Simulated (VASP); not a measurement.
A run of VASP 6.6.1:

Contents of INCAR:

```
PREC = Accurate
ENCUT = 520
EDIFF = 1E-7
ISMEAR = 0
SIGMA = 0.2
LREAL = F
LASPH = T
NELM = 80
ALGO = Normal
ISIF = 2
LWAVE = F
LCHARG = T
GGA = PS
LELF = T
LVHAR = T
NBANDS = 28
```

File KPOINTS:

```
Automatic mesh
0
Gamma
  6 6 4
```

POSCAR

```
PbO
1.0
    3.5664584724      0.0000000000      0.0000000000
   -1.7832292362      3.0886436387      0.0000000000
    0.0000000000      0.0000000000      6.4701096501
Pb O
2 2
Direct
    0.0000000000      0.0000000000      0.0000000000
    0.0000000000      0.0000000000      0.5000000000
    0.3333333333      0.6666666667      0.2500000000
    0.6666666667      0.3333333333      0.7500000000
```

Potentials or basis: VASP PAW PBE potentials, release 64 (Pb_d, O).

The run is started by

```console
$ cat potpaw_PBE.64/Pb_d/POTCAR potpaw_PBE.64/O/POTCAR > POTCAR
$ mpirun -np 1 vasp_std > vasp.out
```

Hardware: 1 thread of Intel(R) Xeon(R) Platinum 8488C (Sapphire Rapids), on a shared host.

Task: Estimate the wall time of this run.

Result: Wall time 32 s on 1 thread of Intel(R) Xeon(R) Platinum 8488C (Sapphire Rapids), on a shared host, peak memory 0.19 GiB. Counts: scf iterations 14, k points 21.
